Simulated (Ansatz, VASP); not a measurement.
## One calculation of CuI, two programs

```
Cu I
1.0
     4.02290    0.00000    0.00000
     0.00000    4.02290    0.00000
     0.00000    0.00000    5.65060
Cu I
2 2
Cartesian
  0.0000 0.0000 0.0000
  2.0114 2.0114 0.0000
  0.0000 2.0114 1.6460
  2.0114 0.0000 4.0046
```

Alike in both runs: task single point; functional r2SCAN; k mesh 6 × 6 × 4; no spin polarisation.

|  | VASP | Ansatz |
| --- | --- | --- |
| version | VASP 6.6.1 | Ansatz 0.2.0 |
| potentials or method | VASP PAW PBE potentials, release 64 (Cu, I) | plane waves, PAW |
| plane-wave cutoff (eV) | 520 | 500 |
| occupations | gaussian, width 0.01 eV | fixed |
| valence electrons in the cell | 36 | 72 |

|  | VASP | Ansatz | Ansatz less VASP |
| --- | --- | --- | --- |
| gap on the k mesh at the Fermi level (eV) | 2.10 | 2.10 | +0.003 |

VASP's potentials were made for PBE, not for r2SCAN. VASP's potentials hold 36 valence electrons a cell and Ansatz's 72, so a difference there can come from the potentials and not from the codes.

Spin-orbit coupling is off throughout.
